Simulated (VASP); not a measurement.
# Cs (Im-3m) in VASP: notebook

The runs below take Cs through single point, with PBEsol.

All numbers are computed with VASP 6.6.1; they aren't measurements. Logs are shortened: lines on timing, memory, paths and dates and some standing lists are left out, and cuts for length are marked.

### 1 The cell of the first run

Symmetry: Im-3m, No. 229, cubic system. Conventional cell: a = 4.454 Å, b = 4.454 Å, c = 4.454 Å, α = 90.00°, β = 90.00°, γ = 90.00°. Within 5.1 Å of Cs (site symmetry m-3m) lie 14 Cs at 3.86 to 4.45 Å.

### 2 Single point, PBEsol (volume scaled by 0.4)

File INCAR:

```
SYSTEM = Cs
PREC     = Accurate       ! precision mode
ENCUT    = 520            ! plane-wave cutoff, eV
EDIFF    = 1E-7           ! SCF threshold, eV
ISMEAR   = -1             ! smearing method
SIGMA    = 0.05           ! smearing width, eV
LREAL    = .FALSE.        ! projectors in reciprocal space
LASPH    = .TRUE.         ! aspherical terms in the spheres
NELM     = 80             ! most SCF steps
ALGO     = Normal         ! electronic algorithm
ISIF     = 2              ! what is computed and relaxed
LWAVE    = .FALSE.        ! write WAVECAR
LCHARG   = .FALSE.        ! write CHGCAR
GGA      = PS             ! functional
NBANDS   = 10             ! bands
```

File KPOINTS:

```
Automatic mesh
0
G
  9 9 9
  0 0 0
```

File POSCAR:

```
Cs
1.0
   -2.2269952225      2.2269952225      2.2269952225
    2.2269952225     -2.2269952225      2.2269952225
    2.2269952225      2.2269952225     -2.2269952225
Cs
1
Direct
    0.0000000000      0.0000000000      0.0000000000
```

Potentials or basis: VASP PAW PBE potentials, release 64 (Cs_sv).

On the command line:

```
> cat potpaw_PBE.64/Cs_sv/POTCAR > POTCAR
> mpirun -np 1 vasp_std > vasp.out
```

OUTCAR:

```text
SYSTEM = Cs
   PREC = Accurate
   ENCUT = 520
   EDIFF = 1E-7
   ISMEAR = -1
   LREAL = .FALSE.
   LASPH = .TRUE.
   NELM = 80
   ISIF = 2
   GGA = PS

 ion  position               nearest neighbor table
   1  0.000  0.000  0.000-

  LATTYP: Found a body centered cubic cell.
 ALAT       =     4.4539904450

  Lattice vectors:

 A1 = (  -2.2269952225,   2.2269952225,   2.2269952225)
 A2 = (   2.2269952225,  -2.2269952225,   2.2269952225)
 A3 = (   2.2269952225,   2.2269952225,  -2.2269952225)

Analysis of symmetry for initial positions (statically):
=====================================================================
 Subroutine PRICEL returns:
 Original cell was already a primitive cell.

 Routine SETGRP: Setting up the symmetry group for a
 body centered cubic supercell.

 Subroutine GETGRP returns: Found 48 space group operations
 (whereof 48 operations were pure point group operations)
 out of a pool of 48 trial point group operations.

The static configuration has the point symmetry O_h .

Analysis of symmetry for dynamics (positions and initial velocities):
=====================================================================
 Subroutine PRICEL returns:
 Original cell was already a primitive cell.

 Routine SETGRP: Setting up the symmetry group for a
 body centered cubic supercell.

 Subroutine GETGRP returns: Found 48 space group operations
 (whereof 48 operations were pure point group operations)
 out of a pool of 48 trial point group operations.

The dynamic configuration has the point symmetry O_h .

 Subroutine INISYM returns: Found 48 space group operations
 (whereof 48 operations are pure point group operations),
 and found     1 'primitive' translations

----------------------------------------------------------------------------------------

                                     Primitive cell

  volume of cell :      44.1792

  direct lattice vectors                    reciprocal lattice vectors
    -2.226995222  2.226995222  2.226995222     0.000000000  0.224517769  0.224517769
     2.226995222 -2.226995222  2.226995222     0.224517769  0.000000000  0.224517769
     2.226995222  2.226995222 -2.226995222     0.224517769  0.224517769  0.000000000

  length of vectors
     3.857268874  3.857268874  3.857268874     0.317516075  0.317516075  0.317516075

  position of ions in fractional coordinates (direct lattice)
     0.000000000  0.000000000  0.000000000

  ion indices of the primitive-cell ions
   primitive index   ion index
                 1           1

----------------------------------------------------------------------------------------

 KPOINTS: Automatic mesh

Automatic generation of k-mesh.
 Grid dimensions read from file:
 generate k-points for:    9    9    9

 Generating k-lattice:

  Cartesian coordinates                     Fractional coordinates (reciprocal lattice)
     0.000000000  0.024946419  0.024946419     0.111111111  0.000000000  0.000000000
     0.024946419  0.000000000  0.024946419     0.000000000  0.111111111  0.000000000
     0.024946419  0.024946419  0.000000000     0.000000000  0.000000000  0.111111111

  Length of vectors
     0.035279564  0.035279564  0.035279564

  Shift w.r.t. Gamma in fractional coordinates (k-lattice)
     0.000000000  0.000000000  0.000000000

 Subroutine IBZKPT returns following result:
 ===========================================

 Found     35 irreducible k-points:

 Following reciprocal coordinates:
            Coordinates               Weight
  0.000000  0.000000  0.000000      1.000000
  0.111111  0.000000  0.000000     12.000000
  0.222222  0.000000  0.000000     12.000000
  0.333333  0.000000  0.000000     12.000000
  0.444444  0.000000  0.000000     12.000000
  0.111111  0.111111  0.000000     24.000000
[... 16 lines left out ...]
 -0.333333  0.444444  0.111111     48.000000
 -0.444444 -0.444444  0.111111     24.000000
 [... further k-points ...]
   k-points           NKPTS =     35   k-points in BZ     NKDIM =     35   number of bands    NBANDS=     10
   number of dos      NEDOS =    301   number of ions     NIONS =      1
   total plane-waves  NPLWV =  27000
   dimension x,y,z NGX =    30 NGY =   30 NGZ =   30
   dimension x,y,z NGXF=    60 NGYF=   60 NGZF=   60
   ions per type =               1
   NGX,Y,Z   is equivalent  to a cutoff of  12.93, 12.93, 12.93 a.u.
   NGXF,Y,Z  is equivalent  to a cutoff of  25.86, 25.86, 25.86 a.u.
 SYSTEM =  Cs
   PREC   = accura    normal or accurate (medium, high low for compatibility)
   ISTART =      0    job   : 0-new  1-cont  2-samecut
   ICHARG =      2    charge: 1-file 2-atom 10-const
   ISPIN  =      1    spin polarized calculation?
   LNONCOLLINEAR =      F non collinear calculations
   LSORBIT =      F    spin-orbit coupling
   LASPH  =      T    aspherical Exc in radial PAW
   ENCUT  =  520.0 eV  38.22 Ry    6.18 a.u.   7.17  7.17  7.17*2*pi/ulx,y,z
   NELM   =     80;   NELMIN=  2; NELMDL= -5     # of ELM steps
   EDIFF  = 0.1E-06   stopping-criterion for ELM
   LREAL  =      F    real-space projection
   EDIFFG = 0.1E-05   stopping-criterion for IOM
   NSW    =      0    number of steps for IOM
   IBRION =     -1    ionic relax: 0-MD 1-quasi-New 2-CG
   NFREE  =      0    steps in history (QN), initial steepest desc. (CG)
   ISIF   =      2    stress and relaxation
   ISYM   =      2    0-nonsym 1-usesym 2-fastsym
   POTIM  = 0.5000    time-step for ionic-motion
   TEBEG  =    0.0;   TEEND  =   0.0 temperature during run
   PSTRESS=    0.0 pullay stress
   NELECT =       9.0000    total number of electrons
   NUPDOWN=      -1.0000    fix difference up-down
   EMIN   =  10.00;   EMAX   =-10.00  energy-range for DOS
   EFERMI =   0.00;   METHOD = LEGACY
   ISMEAR =    -1;   SIGMA  =   0.05  broadening in eV -4-tet -1-fermi 0-gaus
   EFERMI_NEDOS =   21; number of points for ismear=-14 and -15
   IALGO  =     38    algorithm
   IMIX   =      4    mixing-type and parameters
     AMIX     =   0.40;   BMIX     =  1.00
     AMIX_MAG =   1.60;   BMIX_MAG =  1.00
  volume/ion in A,a.u.               =      44.18       298.14
  Fermi-wavevector in a.u.,A,eV,Ry     =   0.963274  1.820323 12.624795  0.927896
  Thomas-Fermi vector in A             =   2.092805
   LORBIT       =      0    0 simple, 1 ext, 2 COOP (PROOUT), +10 PAW based schemes
   GGA     = PS    functional components
   LHFCALC =     F    Hartree Fock is set to
   AEXX    =    0.0000 exact exchange contribution
   IVDW    =     0    specifies the selected vdW correction
   LEPSILON=     F    determine dielectric tensor
   LRPA    =     F    only Hartree local field effects (RPA)
 non-spin polarized calculation
  energy-cutoff  :      520.00
  volume of cell :       44.18
 maximum number of plane-waves:      1208
 NGX is ok and might be reduce to    30
   NGX = 15   NGY = 15   NGZ = 15

 number of electron       9.0000000 magnetization

 Free energy of the ion-electron system (eV)
  ---------------------------------------------------
  ext. energy  EPLUGINS =         0.00000000
  ---------------------------------------------------
  free energy    TOTEN  =        -0.28009794 eV

  energy without entropy =       -0.26780028  energy(sigma->0) =       -0.27394911

 E-fermi :   4.0625     XC(G=0):  -8.7147

 val. band max:        4.0567945809   @ k =  -0.4444   0.4444   0.3333
 cond. band min:       4.0931485112   @ k =  -0.4444   0.4444   0.2222
 fundamental gap:      0.0363539302
 Fermi energy:         4.0625037614

 k-point     1 :       0.0000    0.0000    0.0000
  band No.  band energies     occupation
      1     -19.9317      2.00000
      2      -5.6406      2.00000
      3      -5.6406      2.00000
      4      -5.6406      2.00000
      5       2.0803      2.00000
      6       7.0958      0.00000
      7       7.0958      0.00000
      8       7.0958      0.00000
      9       9.0541      0.00000
     10       9.0541      0.00000

 k-point     2 :       0.1111    0.0000    0.0000
  band No.  band energies     occupation
      1     -19.8937      2.00000
      2      -5.9456      2.00000
      3      -5.7199      2.00000
      4      -5.6471      2.00000
      5       2.5174      2.00000
      6       6.7348      0.00000
      7       6.8486      0.00000
      8       7.5046      0.00000
      9       8.5310      0.00000
     10       8.9331      0.00000

 k-point     3 :       0.2222    0.0000    0.0000
  band No.  band energies     occupation
      1     -19.7950      2.00000
      2      -6.6202      2.00000
      3      -5.9109      2.00000
      4      -5.6638      2.00000
      5       3.3681      2.00000
      6       6.0631      0.00000
      7       6.2731      0.00000
      8       8.6742      0.00000
      9       8.7044      0.00000
     10       8.8888      0.00000

 k-point     4 :       0.3333    0.0000    0.0000
  band No.  band energies     occupation
      1     -19.6782      2.00000
      2      -7.2777      2.00000
      3      -6.1130      2.00000
      4      -5.6836      2.00000
      5       3.5771      1.99988
      6       5.5042      0.00000
      7       6.7259      0.00000
      8       9.2147      0.00000
      9       9.3479      0.00000
     10      10.4635      0.00000
[... 222 lines left out ...]
 k-point    22 :      -0.4444    0.4444    0.1111
  band No.  band energies     occupation
      1     -19.5731      2.00000
      2      -7.5930      2.00000
      3      -6.3333      2.00000
      4      -5.8767      2.00000
      5       3.6970      1.99866
      6       5.6252      0.00000
      7       6.7198      0.00000
      8       8.1361      0.00000
      9      10.9864      0.00000
     10      12.4036      0.00000

 k-point    23 :      -0.3333    0.4444    0.1111
  band No.  band energies     occupation
      1     -19.5703      2.00000
      2      -7.3685      2.00000
      3      -6.5167      2.00000
      4      -5.9829      2.00000
      5       4.3133      0.01317
      6       5.3313      0.00000
      7       6.3761      0.00000
      8       8.0717      0.00000
      9      10.1387      0.00000
     10      11.8838      0.00000

 k-point    24 :      -0.4444   -0.4444    0.1111
  band No.  band energies     occupation
      1     -19.5335      2.00000
      2      -7.5033      2.00000
      3      -6.6160      2.00000
      4      -5.9836      2.00000
      5       4.1278      0.42636
      6       5.7352      0.00000
      7       6.0824      0.00000
      8       7.9482      0.00000
      9      11.0370      0.00000
     10      13.5288      0.00000

 [... further k-points ...]
[... 5 lines left out ...]
  --------------------------------------------------------------------------------------
  -------------------------------------------------------------------------------------
  Total        1.5049872      1.5049872      1.5049872      0.0000000      0.0000000      0.0000000
  in kB       54.5789948     54.5789948     54.5789948      0.0000000      0.0000000      0.0000000
  external PRESSURE =      54.5789948 kB  Pullay stress =       0.0000000 kB

 VOLUME and BASIS-vectors are now :
 -----------------------------------------------------------------------------
  energy-cutoff  :      520.00
  volume of cell :       44.18
      direct lattice vectors                 reciprocal lattice vectors
    -2.226995222  2.226995222  2.226995222     0.000000000  0.224517769  0.224517769
     2.226995222 -2.226995222  2.226995222     0.224517769  0.000000000  0.224517769
     2.226995222  2.226995222 -2.226995222     0.224517769  0.224517769  0.000000000

 POSITION                                       TOTAL-FORCE (eV/Angst)
 -----------------------------------------------------------------------------------
      0.00000      0.00000      0.00000        -0.000000     -0.000000     -0.000000
 -----------------------------------------------------------------------------------
    total drift:                               -0.000000     -0.000000      0.000000

  FREE ENERGIE OF THE ION-ELECTRON SYSTEM (eV)
  ---------------------------------------------------
  free  energy   TOTEN  =        -0.2800979426 eV

  energy  without entropy=       -0.2678002772  energy(sigma->0) =       -0.27394911
```

Run time: 7.5 s. Hardware: 1 thread of AMD EPYC 9R45 (Zen 5), shared host; peak memory 0.13 GiB.

Results:

| Property | Result |
| --- | --- |
| Free energy | -0.2801 eV |
| Pressure | 5.5 GPa |

Levels at points of the mesh, in eV from the Fermi level:
| k point | band 1 | band 2 | band 3 | band 4 | band 5 | band 6 | band 7 | band 8 | band 9 | band 10 |
| --- | --- | --- | --- | --- | --- | --- | --- | --- | --- | --- |
| (0.00, 0.00, 0.00) | -23.99 | -9.70 | -9.70 | -9.70 | -1.98 | 3.03 | 3.03 | 3.03 | 4.99 | 4.99 |

Caveat: the PAW data sets were made with another functional, which shifts forces and pressure a little; spin-orbit coupling is left out, which moves the levels of the heavy elements.

### 3 Single point, PBEsol (volume scaled by 0.45)

File INCAR:

```
SYSTEM = Cs
PREC     = Accurate       ! precision mode
ENCUT    = 520            ! plane-wave cutoff, eV
EDIFF    = 1E-6           ! SCF threshold, eV
ISMEAR   = -1             ! smearing method
SIGMA    = 0.05           ! smearing width, eV
LREAL    = .False.        ! projectors in reciprocal space
LASPH    = .True.         ! aspherical terms in the spheres
NELM     = 80             ! most SCF steps
ALGO     = Normal         ! electronic algorithm
ISIF     = 2              ! what is computed and relaxed
LWAVE    = .False.        ! write WAVECAR
LCHARG   = .False.        ! write CHGCAR
GGA      = PS             ! functional
NBANDS   = 10             ! bands
```

File KPOINTS:

```
Automatic mesh
0
Gamma
  9 9 9
  0 0 0
```

File POSCAR:

```
Cs
1.0
   -2.3161683682      2.3161683682      2.3161683682
    2.3161683682     -2.3161683682      2.3161683682
    2.3161683682      2.3161683682     -2.3161683682
Cs
1
Direct
    0.0000000000      0.0000000000      0.0000000000
```

Potentials or basis: VASP PAW PBE potentials, release 64 (Cs_sv).

On the command line:

```
> cat potpaw_PBE.64/Cs_sv/POTCAR > POTCAR
> mpirun -np 1 vasp_std > vasp.out
```

Run time: 7.4 s. Hardware: 1 thread of AMD EPYC 9R45 (Zen 5), shared host; peak memory 0.14 GiB.

It converged, with:

```yaml
Free_energy: -0.4393 eV
Pressure: 4.0 GPa
```

Levels at points of the mesh, in eV from the Fermi level:
```
           k point  band 2  band 3  band 4  band 5  band 6  band 7
(0.00, 0.00, 0.00)   -9.91   -9.91   -9.91   -2.17    2.91    2.91
```

Caveat: the PAW data sets were made with another functional, which shifts forces and pressure a little; spin-orbit coupling is left out, which moves the levels of the heavy elements.

### 4 Single point, PBEsol (volume scaled by 0.65)

File INCAR:

```
SYSTEM = Cs
PREC = Accurate
ENCUT = 520
EDIFF = 1E-6
ISMEAR = -1
SIGMA = 0.05
LREAL = .FALSE.
LASPH = .TRUE.
NELM = 60
ALGO = Normal
ISIF = 2
LWAVE = .FALSE.
LCHARG = .FALSE.
GGA = PS
NBANDS = 10
```

File KPOINTS:

```
Automatic mesh
0
G
  9 9 9
  0 0 0
```

File POSCAR:

```
Cs
1.0
   -2.6182055580      2.6182055580      2.6182055580
    2.6182055580     -2.6182055580      2.6182055580
    2.6182055580      2.6182055580     -2.6182055580
Cs
1
Direct
    0.0000000000      0.0000000000      0.0000000000
```

On the command line:

```
> cat potpaw_PBE.64/Cs_sv/POTCAR > POTCAR
> mpirun -np 1 vasp_std > vasp.out
```

Wall time 10 s (1 thread of AMD EPYC 9R45 (Zen 5), shared host); peak memory 0.16 GiB.

The run converged. Its results:

```yaml
Free_energy: -0.8087 eV
Pressure: 1.6 GPa
```

Levels at points of the mesh, in eV from the Fermi level:
```
           k point  band 2  band 3  band 4  band 5  band 6  band 7  band 8  band 9
(0.00, 0.00, 0.00)  -10.21  -10.21  -10.21   -2.12    2.75    2.75    2.75    4.07
```

Caveat: the PAW data sets were made with another functional, which shifts forces and pressure a little; spin-orbit coupling is left out, which moves the levels of the heavy elements.

### 5 Single point, PBEsol (volume scaled by 0.65)

File INCAR:

```
PREC = Accurate
ENCUT = 520
EDIFF = 1E-7
ISMEAR = -1
SIGMA = 0.05
LREAL = False
LASPH = True
NELM = 100
ALGO = Normal
ISIF = 2
LWAVE = False
LCHARG = False
GGA = PS
NBANDS = 10
```

File KPOINTS:

```
Automatic mesh
0
Gamma
  9 9 9
```

POSCAR is that of step 4.

On the command line:

```
> cat potpaw_PBE.64/Cs_sv/POTCAR > POTCAR
> mpirun -np 1 vasp_std > vasp.out
```

It took 12 s on 1 thread of AMD EPYC 9R45 (Zen 5), shared host; peak memory 0.17 GiB.

Results (log left out):

```yaml
Free_energy: -0.8087 eV
Pressure: 1.6 GPa
```

Levels at points of the mesh, in eV from the Fermi level:
```tsv
k point	band 2	band 3	band 4	band 5	band 6	band 7	band 8	band 9
(0.00, 0.00, 0.00)	-10.21	-10.21	-10.21	-2.12	2.75	2.75	2.75	4.07
```

Caveat: the PAW data sets were made with another functional, which shifts forces and pressure a little; spin-orbit coupling is left out, which moves the levels of the heavy elements.

### 6 Single point, PBEsol (volume scaled by 0.75)

File INCAR:

```
SYSTEM = Cs
  PREC = Accurate
  ENCUT = 520
  EDIFF = 1E-7
  ISMEAR = -1
  SIGMA = 0.05
  LREAL = .False.
  LASPH = .True.
  NELM = 80
  ALGO = Normal
  ISIF = 2
  LWAVE = .False.
  LCHARG = .False.
  GGA = PS
  NBANDS = 10
```

File KPOINTS:

```
Automatic mesh
0
Gamma
  9 9 9
  0 0 0
```

File POSCAR:

```
Cs
1.0
   -2.7461212536      2.7461212536      2.7461212536
    2.7461212536     -2.7461212536      2.7461212536
    2.7461212536      2.7461212536     -2.7461212536
Cs
1
Direct
    0.0000000000      0.0000000000      0.0000000000
```

Potentials or basis: VASP PAW PBE potentials, release 64 (Cs_sv).

On the command line:

```
> cat potpaw_PBE.64/Cs_sv/POTCAR > POTCAR
> mpirun -np 1 vasp_std > vasp.out
```

Wall time 14 s (1 thread of AMD EPYC 9R45 (Zen 5), shared host); peak memory 0.17 GiB.

Results (log left out):

| Item | Value |
| --- | --- |
| Free energy | -0.8916 eV |
| Pressure | 0.8 GPa |

Levels at points of the mesh, in eV from the Fermi level:
| k point | band 3 | band 4 | band 5 | band 6 | band 7 | band 8 |
| --- | --- | --- | --- | --- | --- | --- |
| (0.00, 0.00, 0.00) | -10.31 | -10.31 | -2.00 | 2.69 | 2.69 | 2.69 |

Caveat: the PAW data sets were made with another functional, which shifts forces and pressure a little; spin-orbit coupling is left out, which moves the levels of the heavy elements.

### 7 Summary

```csv
cell,gap on the mesh (eV),pressure (GPa)
"a = 3.857 Å, angles 109.5°, 1 atom",none,5.5
"a = 4.012 Å, angles 109.5°, 1 atom",none,4.0
"a = 4.535 Å, angles 109.5°, 1 atom",none,1.6
"a = 4.756 Å, angles 109.5°, 1 atom",none,0.8
```

Alike in all rows: task single point; level PBEsol; potentials or basis VASP PAW PBE potentials, release 64 (Cs_sv); no spin polarisation; k mesh 9 × 9 × 9; cutoff (eV) 520; smearing fermi-dirac 0.05 eV.

Caveats: the PAW data sets were made with another functional, which shifts forces and pressure a little; spin-orbit coupling is left out, which moves the levels of the heavy elements.

Total energies depend on the potentials used, so only differences within one code and one set of settings carry meaning.
